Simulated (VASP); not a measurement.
A run of VASP 6.6.1:

INCAR

```
PREC = Accurate
ENCUT = 520
EDIFF = 1E-6
ISMEAR = -1
SIGMA = 0.05
LREAL = False
LASPH = True
NELM = 80
ALGO = Normal
ISIF = 2
LWAVE = False
LCHARG = False
LDIPOL = True
IDIPOL = 3
DIPOL = 0.5 0.5 0.294
GGA = CA
NBANDS = 12
```

File KPOINTS:

```
Automatic mesh
0
Gamma
  10 10 1
```

POSCAR

```
Nb
1.0
    2.5586800000      0.0000000000      0.0000000000
    0.0000000000      2.5586100000      0.0000000000
    0.0000000000      0.0000000000     23.8000000000
Nb
1
Direct
    0.0000000000      0.5000000000      0.2941200000
```

Potentials or basis: VASP PAW LDA potentials, release 64 (Nb_sv).

The run is started by

```sh
$ cat potpaw_LDA.64/Nb_sv/POTCAR > POTCAR
$ mpirun -np 1 vasp_std > vasp.out
```

Hardware: 1 thread of Intel(R) Xeon(R) 6975P-C (Granite Rapids), with other jobs on the host.

How long does it take, and how much memory?

It took 42 s on 1 thread of Intel(R) Xeon(R) 6975P-C (Granite Rapids), with other jobs on the host, peak memory 0.23 GiB. Counts: scf iterations 20, k points 36.
